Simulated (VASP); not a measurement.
# AlFe3 (Pm-3m) in VASP: further runs

AlFe3 is run at these levels: r2SCAN; tasks: single point.

Program: VASP 6.6.1. These are calculated values, not measurements. Logs are shortened: lines on timing, memory, paths and dates and some standing lists are left out, and cuts for length are marked.

## Step 1: The cell of the first run

The structure is cubic, space group Pm-3m (No. 221). The conventional cell has a = 3.639 Å, b = 3.639 Å, c = 3.639 Å, α = 90.00°, β = 90.00°, γ = 90.00°. Within 3.4 Å of Al (site symmetry m-3m) lie 12 Fe at 2.57 Å. Fe (site symmetry 4/mmm) has 4 Al at 2.57 Å and 8 Fe at 2.57 Å within 3.4 Å.

## Step 2: Single point, r2SCAN

File POSCAR:

```
AlFe3
1.0
    3.6392911100      0.0000000000      0.0000000000
    0.0000000000      3.6392911100      0.0000000000
    0.0000000000      0.0000000000      3.6392911100
Al Fe
1 3
Direct
    0.0000000000      0.0000000000      0.0000000000
    0.0000000000      0.5000000000      0.5000000000
    0.5000000000      0.0000000000      0.5000000000
    0.5000000000      0.5000000000      0.0000000000
```

File INCAR.step1:

```
SYSTEM = AlFe3
PREC     = Accurate       ! precision mode
ENCUT    = 520            ! plane-wave cutoff, eV
ISMEAR   = 0              ! smearing method
SIGMA    = 0.1            ! smearing width, eV
LREAL    = .FALSE.        ! projectors in reciprocal space
LASPH    = .TRUE.         ! aspherical terms in the spheres
NELM     = 80             ! most SCF steps
NBANDS   = 22             ! bands
GGA      = PE             ! functional
ALGO     = Normal         ! electronic algorithm
EDIFF    = 1E-4           ! SCF threshold, eV
LWAVE    = .TRUE.         ! write WAVECAR
LCHARG   = .FALSE.        ! write CHGCAR
```

File INCAR.step2:

```
SYSTEM = AlFe3
PREC     = Accurate       ! precision mode
ENCUT    = 520            ! plane-wave cutoff, eV
EDIFF    = 1E-6           ! SCF threshold, eV
ISMEAR   = 0              ! smearing method
SIGMA    = 0.1            ! smearing width, eV
LREAL    = .FALSE.        ! projectors in reciprocal space
LASPH    = .TRUE.         ! aspherical terms in the spheres
NELM     = 80             ! most SCF steps
ALGO     = Normal         ! electronic algorithm
ISIF     = 2              ! what is computed and relaxed
LWAVE    = .FALSE.        ! write WAVECAR
LCHARG   = .FALSE.        ! write CHGCAR
METAGGA  = R2SCAN         ! meta-GGA
LMIXTAU  = .TRUE.       
NBANDS   = 22             ! bands
ISTART   = 1
```

File KPOINTS:

```
Automatic mesh
0
G
  12 12 12
  0 0 0
```

Potentials or basis: VASP PAW PBE potentials, release 64 (Al, Fe).

Started as:

```console
$ cat potpaw_PBE.64/Al/POTCAR potpaw_PBE.64/Fe/POTCAR > POTCAR
$ cp INCAR.step1 INCAR
$ mpirun -np 1 vasp_std > vasp.out
$ cp INCAR.step2 INCAR
$ mpirun -np 1 vasp_std > vasp.out
```

OUTCAR:

```text
SYSTEM = AlFe3
   PREC = Accurate
   ENCUT = 520
   EDIFF = 1E-6
   ISMEAR = 0
   LREAL = .FALSE.
   LASPH = .TRUE.
   NELM = 80
   ISIF = 2
   METAGGA = R2SCAN
   ISTART = 1

 ion  position               nearest neighbor table
   1  0.000  0.000  0.000-   2 2.57   3 2.57   4 2.57   2 2.57   3 2.57   2 2.57   4 2.57   2 2.57
                             3 2.57   4 2.57   3 2.57   4 2.57
   2  0.000  0.500  0.500-   1 2.57   3 2.57   4 2.57   1 2.57   4 2.57   1 2.57   3 2.57   1 2.57
                             3 2.57   4 2.57   4 2.57   3 2.57
   3  0.500  0.000  0.500-   1 2.57   2 2.57   4 2.57   1 2.57   4 2.57   2 2.57   4 2.57   4 2.57
                             1 2.57   2 2.57   1 2.57   2 2.57
   4  0.500  0.500  0.000-   1 2.57   2 2.57   3 2.57   2 2.57   3 2.57   1 2.57   3 2.57   3 2.57
                             1 2.57   2 2.57   2 2.57   1 2.57

  LATTYP: Found a simple cubic cell.
 ALAT       =     3.6392911100

  Lattice vectors:

 A1 = (   3.6392911100,   0.0000000000,   0.0000000000)
 A2 = (   0.0000000000,   3.6392911100,   0.0000000000)
 A3 = (   0.0000000000,   0.0000000000,   3.6392911100)

Analysis of symmetry for initial positions (statically):
=====================================================================
 Subroutine PRICEL returns:
 Original cell was already a primitive cell.

 Routine SETGRP: Setting up the symmetry group for a
 simple cubic supercell.

 Subroutine GETGRP returns: Found 48 space group operations
 (whereof 48 operations were pure point group operations)
 out of a pool of 48 trial point group operations.

The static configuration has the point symmetry O_h .

Analysis of symmetry for dynamics (positions and initial velocities):
=====================================================================
 Subroutine PRICEL returns:
 Original cell was already a primitive cell.

 Routine SETGRP: Setting up the symmetry group for a
 simple cubic supercell.

 Subroutine GETGRP returns: Found 48 space group operations
 (whereof 48 operations were pure point group operations)
 out of a pool of 48 trial point group operations.

The dynamic configuration has the point symmetry O_h .

 Subroutine INISYM returns: Found 48 space group operations
 (whereof 48 operations are pure point group operations),
 and found     1 'primitive' translations

----------------------------------------------------------------------------------------

                                     Primitive cell

  volume of cell :      48.2004

  direct lattice vectors                    reciprocal lattice vectors
     3.639291110  0.000000000  0.000000000     0.274778788  0.000000000  0.000000000
     0.000000000  3.639291110  0.000000000     0.000000000  0.274778788  0.000000000
     0.000000000  0.000000000  3.639291110     0.000000000  0.000000000  0.274778788

  length of vectors
     3.639291110  3.639291110  3.639291110     0.274778788  0.274778788  0.274778788

  position of ions in fractional coordinates (direct lattice)
     0.000000000  0.000000000  0.000000000
     0.000000000  0.500000000  0.500000000
     0.500000000  0.000000000  0.500000000
     0.500000000  0.500000000  0.000000000

  ion indices of the primitive-cell ions
   primitive index   ion index
                 1           1
                 2           2
                 3           3
                 4           4

----------------------------------------------------------------------------------------

 KPOINTS: Automatic mesh

Automatic generation of k-mesh.
 Grid dimensions read from file:
 generate k-points for:   12   12   12

 Generating k-lattice:

  Cartesian coordinates                     Fractional coordinates (reciprocal lattice)
     0.022898232  0.000000000  0.000000000     0.083333333  0.000000000  0.000000000
     0.000000000  0.022898232  0.000000000     0.000000000  0.083333333  0.000000000
     0.000000000  0.000000000  0.022898232     0.000000000  0.000000000  0.083333333

  Length of vectors
     0.022898232  0.022898232  0.022898232

  Shift w.r.t. Gamma in fractional coordinates (k-lattice)
     0.000000000  0.000000000  0.000000000

 Subroutine IBZKPT returns following result:
 ===========================================

 Found     84 irreducible k-points:

 Following reciprocal coordinates:
            Coordinates               Weight
  0.000000  0.000000  0.000000      1.000000
  0.083333  0.000000  0.000000      6.000000
  0.166667  0.000000  0.000000      6.000000
  0.250000  0.000000  0.000000      6.000000
  0.333333  0.000000  0.000000      6.000000
  0.416667  0.000000  0.000000      6.000000
[... 16 lines left out ...]
  0.333333  0.333333  0.000000     12.000000
  0.416667  0.333333  0.000000     24.000000
 [... further k-points ...]
   k-points           NKPTS =     84   k-points in BZ     NKDIM =     84   number of bands    NBANDS=     22
   number of dos      NEDOS =    301   number of ions     NIONS =      4
   total plane-waves  NPLWV =  21952
   dimension x,y,z NGX =    28 NGY =   28 NGZ =   28
   dimension x,y,z NGXF=    56 NGYF=   56 NGZF=   56
   ions per type =               1   3
   NGX,Y,Z   is equivalent  to a cutoff of  12.79, 12.79, 12.79 a.u.
   NGXF,Y,Z  is equivalent  to a cutoff of  25.58, 25.58, 25.58 a.u.
 SYSTEM =  AlFe3
   PREC   = accura    normal or accurate (medium, high low for compatibility)
   ISTART =      1    job   : 0-new  1-cont  2-samecut
   ICHARG =      0    charge: 1-file 2-atom 10-const
   ISPIN  =      1    spin polarized calculation?
   LNONCOLLINEAR =      F non collinear calculations
   LSORBIT =      F    spin-orbit coupling
   LASPH  =      T    aspherical Exc in radial PAW
   ENCUT  =  520.0 eV  38.22 Ry    6.18 a.u.   6.77  6.77  6.77*2*pi/ulx,y,z
   NELM   =     80;   NELMIN=  2; NELMDL=  0     # of ELM steps
   EDIFF  = 0.1E-05   stopping-criterion for ELM
   LREAL  =      F    real-space projection
   EDIFFG = 0.1E-04   stopping-criterion for IOM
   NSW    =      0    number of steps for IOM
   IBRION =     -1    ionic relax: 0-MD 1-quasi-New 2-CG
   NFREE  =      0    steps in history (QN), initial steepest desc. (CG)
   ISIF   =      2    stress and relaxation
   ISYM   =      2    0-nonsym 1-usesym 2-fastsym
   POTIM  = 0.5000    time-step for ionic-motion
   TEBEG  =    0.0;   TEEND  =   0.0 temperature during run
   PSTRESS=    0.0 pullay stress
   NELECT =      27.0000    total number of electrons
   NUPDOWN=      -1.0000    fix difference up-down
   EMIN   =  10.00;   EMAX   =-10.00  energy-range for DOS
   EFERMI =   0.00;   METHOD = LEGACY
   ISMEAR =     0;   SIGMA  =   0.10  broadening in eV -4-tet -1-fermi 0-gaus
   EFERMI_NEDOS =   21; number of points for ismear=-14 and -15
   IALGO  =     38    algorithm
   IMIX   =      4    mixing-type and parameters
     AMIX     =   0.40;   BMIX     =  1.00
     AMIX_MAG =   1.60;   BMIX_MAG =  1.00
  volume/ion in A,a.u.               =      12.05        81.32
  Fermi-wavevector in a.u.,A,eV,Ry     =   1.349520  2.550223 24.778984  1.821204
  Thomas-Fermi vector in A             =   2.477100
   LORBIT       =      0    0 simple, 1 ext, 2 COOP (PROOUT), +10 PAW based schemes
   METAGGA = R2SCAN    functional components
   LHFCALC =     F    Hartree Fock is set to
   AEXX    =    0.0000 exact exchange contribution
   IVDW    =     0    specifies the selected vdW correction
   LEPSILON=     F    determine dielectric tensor
   LRPA    =     F    only Hartree local field effects (RPA)
 non-spin polarized calculation
 Gauss-broadening in eV      SIGMA  =   0.10
  energy-cutoff  :      520.00
  volume of cell :       48.20
 maximum number of plane-waves:      1328
 NGX is ok and might be reduce to    28
   NGX = 13   NGY = 13   NGZ = 13

 number of electron      26.9999989 magnetization

 Free energy of the ion-electron system (eV)
  ---------------------------------------------------
  ext. energy  EPLUGINS =         0.00000000
  ---------------------------------------------------
  free energy    TOTEN  =       -47.30511996 eV

  energy without entropy =      -47.23949133  energy(sigma->0) =      -47.27230565

 E-fermi :   6.4234     XC(G=0): -13.4813

 val. band max:        6.4228410519   @ k =   0.5000   0.3333   0.3333
 cond. band min:       6.4236122408   @ k =   0.2500   0.0833   0.0833
 fundamental gap:      0.0007711889
 Fermi energy:         6.4234435386

 k-point     1 :       0.0000    0.0000    0.0000
  band No.  band energies     occupation
      1      -3.4609      2.00000
      2       2.1389      2.00000
      3       3.1813      2.00000
      4       3.1813      2.00000
      5       3.5644      2.00000
      6       3.5644      2.00000
[... 14 lines left out ...]
     21      14.1692      0.00000
     22      14.5452      0.00000

 k-point     2 :       0.0833    0.0000    0.0000
  band No.  band energies     occupation
      1      -3.3744      2.00000
      2       2.1720      2.00000
      3       3.1112      2.00000
      4       3.2440      2.00000
      5       3.5780      2.00000
      6       3.5780      2.00000
[... 14 lines left out ...]
     21      14.3294      0.00000
     22      14.8543      0.00000

 k-point     3 :       0.1667    0.0000    0.0000
  band No.  band energies     occupation
      1      -3.1173      2.00000
      2       2.2261      2.00000
      3       2.9072      2.00000
      4       3.4254      2.00000
      5       3.6163      2.00000
      6       3.6163      2.00000
[... 14 lines left out ...]
     21      14.4127      0.00000
     22      15.9232      0.00000
[... 476 lines left out ...]
 k-point    23 :       0.3333    0.3333    0.0000
  band No.  band energies     occupation
      1      -0.9312      2.00000
      2       2.1285      2.00000
      3       2.1736      2.00000
      4       3.5156      2.00000
      5       3.6583      2.00000
      6       4.1808      2.00000
[... 14 lines left out ...]
     21      14.7366      0.00000
     22      16.1258      0.00000

 k-point    24 :       0.4167    0.3333    0.0000
  band No.  band energies     occupation
      1      -0.3537      2.00000
      2       1.4810      2.00000
      3       2.4182      2.00000
      4       3.5574      2.00000
      5       3.6794      2.00000
      6       4.2836      2.00000
[... 14 lines left out ...]
     21      14.8680      0.00000
     22      15.2080      0.00000

 [... further k-points ...]

------------------------ aborting loop because EDIFF is reached ----------------------------------------

  FORCE on cell =-STRESS in cart. coord.  units (eV):
  Direction    XX          YY          ZZ          XY          YZ          ZX
  --------------------------------------------------------------------------------------
  -------------------------------------------------------------------------------------
  Total       -5.9115636     -5.9115636     -5.9115636     -0.0000000      0.0000000      0.0000000
  in kB     -196.5000029   -196.5000029   -196.5000029     -0.0000000      0.0000000      0.0000000
  external PRESSURE =    -196.5000029 kB  Pullay stress =       0.0000000 kB

 VOLUME and BASIS-vectors are now :
 -----------------------------------------------------------------------------
  energy-cutoff  :      520.00
  volume of cell :       48.20
      direct lattice vectors                 reciprocal lattice vectors
     3.639291110  0.000000000  0.000000000     0.274778788  0.000000000  0.000000000
     0.000000000  3.639291110  0.000000000     0.000000000  0.274778788  0.000000000
     0.000000000  0.000000000  3.639291110     0.000000000  0.000000000  0.274778788

 POSITION                                       TOTAL-FORCE (eV/Angst)
 -----------------------------------------------------------------------------------
      0.00000      0.00000      0.00000         0.000000      0.000000      0.000000
      0.00000      1.81965      1.81965         0.000000      0.000000      0.000000
      1.81965      0.00000      1.81965         0.000000      0.000000      0.000000
      1.81965      1.81965      0.00000         0.000000      0.000000      0.000000
 -----------------------------------------------------------------------------------
    total drift:                                0.000000      0.000000      0.000000

  FREE ENERGIE OF THE ION-ELECTRON SYSTEM (eV)
  ---------------------------------------------------
  free  energy   TOTEN  =       -47.3051199646 eV

  energy  without entropy=      -47.2394913272  energy(sigma->0) =      -47.27230565
```

Run time: 2.6 min. Hardware: 1 thread of Intel Xeon 6975P-C (Granite Rapids), shared host; peak memory 0.21 GiB.

What came out:

| Property | Result |
| --- | --- |
| Free energy | -47.3051 eV |
| Pressure | -19.7 GPa |
| Band gap on the k mesh | zero (an odd number of electrons rules out a gap without spin polarisation) |

Caveat: the cell stands under tension; the PAW data sets were made with another functional, which shifts forces and pressure a little; the run has no spin polarisation, though such a crystal can be magnetic. Spin polarisation is off, so any magnetic state and its effect on volume and gap are missing.

(Part 1 of 2 ends here.)
